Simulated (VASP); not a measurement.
# Si3H2C4 in VASP: a series of runs

The runs below take Si3H2C4 through single point, with LDA.

Program: VASP 6.6.1. These are calculated values, not measurements. Logs are shortened: lines on timing, memory, paths and dates and some standing lists are left out, and cuts for length are marked.

## 1. The cell of the first run

The cell holds a slab with vacuum, 18 atoms: a = 6.122 Å, b = 3.061 Å, c = 19.996 Å, α = 90.00°, β = 90.00°, γ = 90.00°.

## 2. Single point, LDA

Contents of INCAR:

```
PREC = Accurate
ENCUT = 520
EDIFF = 1E-6
ISMEAR = 0
SIGMA = 0.05
LREAL = Auto
LASPH = True
NELM = 100
ALGO = Normal
ISIF = 2
LWAVE = False
LCHARG = False
LDIPOL = True
IDIPOL = 3
DIPOL = 0.5 0.5 0.347
NBANDS = 45
```

Contents of KPOINTS:

```
regular mesh
0
Gamma
  4 8 1
```

Contents of POSCAR:

```
Si3H2C4
1.0
    6.1223116280      0.0000000000      0.0000000000
    0.0000000000      3.0611558140      0.0000000000
    0.0000000000      0.0000000000     19.9960979072
C Si H
8 6 4
Direct
    0.5000000000      0.5000000000      0.2326656844
    0.0000000000      0.5000000000      0.2326656844
    0.7500000000      0.0000000000      0.3409150060
    0.2500000000      0.0000000000      0.3409150060
   -0.0000010641      0.5000000000      0.4536874554
    0.5000024949      0.5000000000      0.4336338779
    0.3881811315      0.0000000000      0.5313750920
    0.6118329887      0.0000000000      0.5313750920
    0.2500000000      0.5000000000      0.2867903452
    0.7500000000      0.5000000000      0.2867903452
    0.4999999205      0.0000000000      0.3875961329
    0.0000015502      0.0000000000      0.3960785655
    0.7257892224      0.5000000000      0.4966459819
    0.2742109620      0.5000000000      0.4966480665
    0.5000000000      0.2236746754      0.1987605550
    0.5000000000      0.7763253246      0.1987605550
    0.0000000000      0.7759774367      0.1986431602
    0.0000000000      0.2240225633      0.1986431602
```

Potentials or basis: VASP PAW LDA potentials, release 64 (C, Si, H).

The run is started by

```bash
cat potpaw_LDA.64/C/POTCAR potpaw_LDA.64/Si/POTCAR potpaw_LDA.64/H/POTCAR > POTCAR
mpirun -np 1 vasp_std > vasp.out
```

OUTCAR:

```text
PREC = Accurate
   ENCUT = 520
   EDIFF = 1E-6
   ISMEAR = 0
   LREAL = Auto
   LASPH = True
   NELM = 100
   ISIF = 2

 ion  position               nearest neighbor table
   1  0.500  0.500  0.233-  15 1.08  16 1.08   9 1.87  10 1.87
   2  0.000  0.500  0.233-  17 1.08  18 1.08   9 1.87  10 1.87
   3  0.750  0.000  0.341-  11 1.79  10 1.87  10 1.87  12 1.89
   4  0.250  0.000  0.341-  11 1.79   9 1.87   9 1.87  12 1.89
   5  1.000  0.500  0.454-  13 1.89  14 1.89  12 1.92  12 1.92
   6  0.500  0.500  0.434-  11 1.79  11 1.79  13 1.87  14 1.87
   7  0.388  0.000  0.531-   8 1.37  14 1.82  14 1.82
   8  0.612  0.000  0.531-   7 1.37  13 1.82  13 1.82
   9  0.250  0.500  0.287-   4 1.87   4 1.87   1 1.87   2 1.87  11 2.96  11 2.96  10 3.06  10 3.06
                            12 3.08  12 3.08
  10  0.750  0.500  0.287-   3 1.87   3 1.87   1 1.87   2 1.87  11 2.96  11 2.96   9 3.06   9 3.06
                            12 3.08  12 3.08
  11  0.500  0.000  0.388-   6 1.79   6 1.79   4 1.79   3 1.79   9 2.96   9 2.96  10 2.96  10 2.96
                            13 3.00  13 3.00  14 3.00  14 3.00  12 3.07  12 3.07
  12  0.000  0.000  0.396-   4 1.89   3 1.89   5 1.92   5 1.92  13 3.03  13 3.03  14 3.03  14 3.03
                            11 3.07  11 3.07   9 3.08   9 3.08  10 3.08  10 3.08
  13  0.726  0.500  0.497-   8 1.82   8 1.82   6 1.87   5 1.89  14 2.76  11 3.00  11 3.00  12 3.03
                            12 3.03
  14  0.274  0.500  0.497-   7 1.82   7 1.82   6 1.87   5 1.89  13 2.76  11 3.00  11 3.00  12 3.03
                            12 3.03
  15  0.500  0.224  0.199-   1 1.08
  16  0.500  0.776  0.199-   1 1.08
  17  0.000  0.776  0.199-   2 1.08
  18  0.000  0.224  0.199-   2 1.08

  LATTYP: Found a simple orthorhombic cell.
 ALAT       =     3.0611558140
 B/A-ratio  =     2.0000000000
 C/A-ratio  =     6.5322051938

  Lattice vectors:

 A1 = (   0.0000000000,  -3.0611558140,   0.0000000000)
 A2 = (   6.1223116280,   0.0000000000,   0.0000000000)
 A3 = (   0.0000000000,   0.0000000000,  19.9960979072)

Analysis of symmetry for initial positions (statically):
=====================================================================
 Subroutine PRICEL returns:
 Original cell was already a primitive cell.

 Routine SETGRP: Setting up the symmetry group for a
 simple orthorhombic supercell.

 Subroutine GETGRP returns: Found  2 space group operations
 (whereof  2 operations were pure point group operations)
 out of a pool of  8 trial point group operations.

The static configuration has the point symmetry C_1h.

Analysis of symmetry for dynamics (positions and initial velocities):
=====================================================================
 Subroutine PRICEL returns:
 Original cell was already a primitive cell.

 Routine SETGRP: Setting up the symmetry group for a
 simple orthorhombic supercell.

 Subroutine GETGRP returns: Found  2 space group operations
 (whereof  2 operations were pure point group operations)
 out of a pool of  8 trial point group operations.

The dynamic configuration has the point symmetry C_1h.

 Subroutine INISYM returns: Found  2 space group operations
 (whereof  2 operations are pure point group operations),
 and found     1 'primitive' translations

----------------------------------------------------------------------------------------

                                     Primitive cell

  volume of cell :     374.7539

  direct lattice vectors                    reciprocal lattice vectors
     6.122311628  0.000000000  0.000000000     0.163336998  0.000000000  0.000000000
     0.000000000  3.061155814  0.000000000     0.000000000  0.326673995  0.000000000
     0.000000000  0.000000000 19.996097907     0.000000000  0.000000000  0.050009757

  length of vectors
     6.122311628  3.061155814 19.996097907     0.163336998  0.326673995  0.050009757

  position of ions in fractional coordinates (direct lattice)
     0.500000000  0.500000000  0.232665684
     0.000000000  0.500000000  0.232665684
     0.750000000  0.000000000  0.340915006
     0.250000000  0.000000000  0.340915006
     0.999998936  0.500000000  0.453687455
     0.500002495  0.500000000  0.433633878
[... 10 lines left out ...]
     0.000000000  0.775977437  0.198643160
     0.000000000  0.224022563  0.198643160

  ion indices of the primitive-cell ions
[... 35 lines left out ...]
  Length of vectors
     0.040834249  0.040834249  0.050009757

  Shift w.r.t. Gamma in fractional coordinates (k-lattice)
     0.000000000  0.000000000  0.000000000

 Subroutine IBZKPT returns following result:
 ===========================================

 Found     15 irreducible k-points:

 Following reciprocal coordinates:
            Coordinates               Weight
  0.000000  0.000000  0.000000      1.000000
  0.250000  0.000000  0.000000      2.000000
  0.500000  0.000000  0.000000      1.000000
  0.000000  0.125000  0.000000      2.000000
  0.250000  0.125000  0.000000      4.000000
  0.500000  0.125000  0.000000      2.000000
  0.000000  0.250000  0.000000      2.000000
  0.250000  0.250000  0.000000      4.000000
  0.500000  0.250000  0.000000      2.000000
  0.000000  0.375000  0.000000      2.000000
  0.250000  0.375000  0.000000      4.000000
  0.500000  0.375000  0.000000      2.000000
  0.000000  0.500000  0.000000      1.000000
  0.250000  0.500000  0.000000      2.000000
  0.500000  0.500000  0.000000      1.000000
   k-points           NKPTS =     15   k-points in BZ     NKDIM =     15   number of bands    NBANDS=     45
   number of dos      NEDOS =    301   number of ions     NIONS =     18
   total plane-waves  NPLWV = 172800
   dimension x,y,z NGX =    48 NGY =   24 NGZ =  150
   dimension x,y,z NGXF=    96 NGYF=   48 NGZF=  300
   ions per type =               8   6   4
   NGX,Y,Z   is equivalent  to a cutoff of  13.03, 13.03, 12.47 a.u.
   NGXF,Y,Z  is equivalent  to a cutoff of  26.07, 26.07, 24.94 a.u.
 SYSTEM =  unknown system
   PREC   = accura    normal or accurate (medium, high low for compatibility)
   ISTART =      0    job   : 0-new  1-cont  2-samecut
   ICHARG =      2    charge: 1-file 2-atom 10-const
   ISPIN  =      1    spin polarized calculation?
   LNONCOLLINEAR =      F non collinear calculations
   LSORBIT =      F    spin-orbit coupling
   LASPH  =      T    aspherical Exc in radial PAW
   ENCUT  =  520.0 eV  38.22 Ry    6.18 a.u.  11.38  5.69 37.18*2*pi/ulx,y,z
   NELM   =    100;   NELMIN=  2; NELMDL= -5     # of ELM steps
   EDIFF  = 0.1E-05   stopping-criterion for ELM
   LREAL  =      T    real-space projection
   EDIFFG = 0.1E-04   stopping-criterion for IOM
   NSW    =      0    number of steps for IOM
   IBRION =     -1    ionic relax: 0-MD 1-quasi-New 2-CG
   NFREE  =      0    steps in history (QN), initial steepest desc. (CG)
   ISIF   =      2    stress and relaxation
   ISYM   =      2    0-nonsym 1-usesym 2-fastsym
   POTIM  = 0.5000    time-step for ionic-motion
   TEBEG  =    0.0;   TEEND  =   0.0 temperature during run
   PSTRESS=    0.0 pullay stress
   NELECT =      60.0000    total number of electrons
   NUPDOWN=      -1.0000    fix difference up-down
   EMIN   =  10.00;   EMAX   =-10.00  energy-range for DOS
   EFERMI =   0.00;   METHOD = LEGACY
   ISMEAR =     0;   SIGMA  =   0.05  broadening in eV -4-tet -1-fermi 0-gaus
   EFERMI_NEDOS =   21; number of points for ismear=-14 and -15
   IALGO  =     38    algorithm
   IMIX   =      4    mixing-type and parameters
     AMIX     =   0.40;   BMIX     =  1.00
     AMIX_MAG =   1.60;   BMIX_MAG =  1.00
  volume/ion in A,a.u.               =      20.82       140.50
  Fermi-wavevector in a.u.,A,eV,Ry     =   0.888948  1.679869 10.751721  0.790229
  Thomas-Fermi vector in A             =   2.010445
   LORBIT       =      0    0 simple, 1 ext, 2 COOP (PROOUT), +10 PAW based schemes
   GGA     = CA    functional components
   LHFCALC =     F    Hartree Fock is set to
   AEXX    =    0.0000 exact exchange contribution
   IVDW    =     0    specifies the selected vdW correction
   LEPSILON=     F    determine dielectric tensor
   LRPA    =     F    only Hartree local field effects (RPA)
 non-spin polarized calculation
 Gauss-broadening in eV      SIGMA  =   0.05
  energy-cutoff  :      520.00
  volume of cell :      374.75
 maximum number of plane-waves:     10115
 NGX is ok and might be reduce to    48
   NGX = 23   NGY = 11   NGZ = 75

 dipolmoment           0.000000      0.000000     -0.000096 electrons x Angstroem

 number of electron      60.0000002 magnetization

 dipolmoment           0.000000      0.000000      0.132876 electrons x Angstroem

 Free energy of the ion-electron system (eV)
  ---------------------------------------------------
  ext. energy  EPLUGINS =         0.00000000
  ---------------------------------------------------
  free energy    TOTEN  =      -129.17512923 eV

  energy without entropy =     -129.17512888  energy(sigma->0) =     -129.17512906

 E-fermi :   0.7324     XC(G=0):  -5.2854

 val. band max:        0.5863891618   @ k =   0.5000   0.0000   0.0000
 cond. band min:       0.8784633033   @ k =   0.0000   0.5000   0.0000
 fundamental gap:      0.2920741415
 Fermi energy:         0.7324259829

 k-point     1 :       0.0000    0.0000    0.0000
  band No.  band energies     occupation
      1     -16.1652      2.00000
      2     -14.9723      2.00000
      3     -13.5454      2.00000
      4     -12.6337      2.00000
      5     -12.4583      2.00000
      6     -12.4117      2.00000
[... 664 lines left out ...]
     41       5.9753      0.00000
     42       7.2301      0.00000
 [bands above 42 left out]

------------------------ aborting loop because EDIFF is reached ----------------------------------------

 vacuum level on the upper side and lower side of the slab       (xc-potential included)         0.474        -0.764

  FORCE on cell =-STRESS in cart. coord.  units (eV):
  Direction    XX          YY          ZZ          XY          YZ          ZX
  --------------------------------------------------------------------------------------
  -------------------------------------------------------------------------------------
  Total        1.5629140     21.3151198      8.9915777      0.0000000      0.0000000     -0.0003948
  in kB        6.6818936     91.1280837     38.4415034      0.0000000      0.0000000     -0.0016877
  external PRESSURE =      45.4171602 kB  Pullay stress =       0.0000000 kB

 VOLUME and BASIS-vectors are now :
 -----------------------------------------------------------------------------
  energy-cutoff  :      520.00
  volume of cell :      374.75
      direct lattice vectors                 reciprocal lattice vectors
     6.122311628  0.000000000  0.000000000     0.163336998  0.000000000  0.000000000
     0.000000000  3.061155814  0.000000000     0.000000000  0.326673995  0.000000000
     0.000000000  0.000000000 19.996097907     0.000000000  0.000000000  0.050009757

 POSITION                                       TOTAL-FORCE (eV/Angst)
 -----------------------------------------------------------------------------------
      3.06116      1.53058      4.65241        -0.000013      0.000000      0.797893
      0.00000      1.53058      4.65241        -0.000007      0.000000      0.548930
      4.59173      0.00000      6.81697         1.434446      0.000000     -1.179188
      1.53058      0.00000      6.81697        -1.434324      0.000000     -1.179201
      6.12231      1.53058      9.07198         0.000463      0.000000      0.017533
      3.06117      1.53058      8.67099        -0.000496      0.000000     -0.016618
[... 10 lines left out ...]
      0.00000      2.37539      3.97209        -0.000007      0.036909     -0.035006
      0.00000      0.68577      3.97209        -0.000007     -0.036909     -0.035006
 -----------------------------------------------------------------------------------
    total drift:                                0.000185      0.000000      0.000330

  FREE ENERGIE OF THE ION-ELECTRON SYSTEM (eV)
  ---------------------------------------------------
  free  energy   TOTEN  =      -129.1751292299 eV

  energy  without entropy=     -129.1751288820  energy(sigma->0) =     -129.17512906

 vacuum level on the upper side and lower side of the slab         5.526         4.252
```

It took 5.2 min on 1 thread of AMD EPYC 9R45 (Zen 5), shared host; peak memory 0.38 GiB.

What came out:

```
Free energy            : -129.1751 eV
Largest force          : 1.857 eV/Å
Band gap on the k mesh : 0.29 eV (least direct gap 1.08 eV)
```

Forces on the atoms (eV/Å):
```
C    0.000  0.000  0.798
C    0.000  0.000  0.549
C    1.434  0.000 -1.179
C   -1.434  0.000 -1.179
C    0.000  0.000  0.018
C    0.000  0.000 -0.017
C   -0.077  0.000  1.321
C    0.077  0.000  1.321
Si  -0.554  0.000 -0.759
Si   0.554  0.000 -0.759
Si   0.000  0.000  0.004
Si   0.000  0.000 -0.005
Si   0.017  0.000  0.005
Si  -0.016  0.000  0.005
H    0.000 -0.034 -0.025
H    0.000  0.034 -0.025
H    0.000  0.037 -0.035
H    0.000 -0.037 -0.035
```

Levels at points of the mesh, in eV from the valence-band top:
```tsv
k point	band 28	band 29	band 30	band 31	band 32	band 33
(0.00, 0.00, 0.00)	-1.25	-1.10	-0.26	1.14	1.56	2.97
(0.50, 0.00, 0.00)	-1.33	-1.05	0.00	1.08	2.60	3.17
(0.00, 0.50, 0.00)	-2.04	-1.76	-1.40	0.29	1.89	3.23
(0.50, 0.50, 0.00)	-2.44	-2.30	-1.68	0.90	2.67	3.06
```

(Part 1 of 2 ends here.)
